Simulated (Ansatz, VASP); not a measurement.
## Two plane-wave programs on ScAl3N3

```
Sc Al N
1.0
     5.05026    0.00000    0.00000
    -2.52513    4.37365    0.00000
     0.00000    0.00000    4.32175
Sc Al N
1 3 3
Direct
  0.66667 0.33333 0.21569
  0.16665 0.83335 0.71571
  0.16665 0.33329 0.71571
  0.66671 0.83335 0.71571
  0.33333 0.66667 0.43920
  0.00000 0.00000 0.99237
  0.66667 0.33333 0.71570
```

Alike in both runs: functional PBE; k mesh 4 × 4 × 3; occupations gaussian, width 0.2 eV; no spin polarisation.

Ansatz relaxed the structure, and its values are those at the end. VASP's run is a single point on that final structure, the one shown.

|  | VASP | Ansatz |
| --- | --- | --- |
| version | VASP 6.6.1 | Ansatz 0.2.0 |
| potentials or method | VASP PAW PBE potentials, release 64 (Sc_sv, Al, N), cutoff 600 eV | scalar-relativistic, plane waves, PAW |
| valence electrons in the cell | 35 | 35 |

```tsv
	VASP	Ansatz	Ansatz less VASP
gap on the k mesh at the Fermi level (eV)	none	none	-
pressure (GPa)	0.1	0.1	0.00
```

A gap of «none» marks a metal or a gap that the smearing closes.

The k mesh is coarse, so the values compare programs but aren't converged.
